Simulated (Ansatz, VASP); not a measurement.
# Two plane-wave programs on V

```
V
1.0
     2.63857    0.00000    0.00000
    -1.31928    2.28506    0.00000
     0.00000    0.00000    4.78549
V
2
Direct
  0.33333 0.66667 0.25000
  0.66667 0.33333 0.75000
```

Alike in both runs: task single point; functional r2SCAN; k mesh 12 × 12 × 6; occupations fermi-dirac, width 0.05 eV; collinear spin.

```csv
,VASP,Ansatz
version,VASP 6.6.1,Ansatz 0.2.0
potentials or method,"VASP PAW PBE potentials, release 64 (V_sv)",Ansatz PAW
plane-wave cutoff (eV),520,500
valence electrons in the cell,26,26
```

|  | VASP | Ansatz | Ansatz less VASP |
| --- | --- | --- | --- |
| gap on the k mesh at the Fermi level (eV) | none | none | - |
| pressure (GPa) | -8.9 | -8.5 | +0.33 |
| traceless stress, the component that is largest in VASP (GPa) | -0.87 | -1.33 | -0.467 |
| net moment per atom (μB) | 0.00 | 0.37 | +0.368 |
| size of the moment on the site where the two differ most (μB) | 0.00 | 0.31 | +0.309 |

The net moments are unlike, so the other rows may belong to different states. VASP's potentials were made for PBE, not for r2SCAN. Site moments also hang on the region over which each program counts them. A gap of «none» marks a metal or a gap that the smearing closes.

Noted on Ansatz's run: the magnetic or orbital state may not be the lowest.
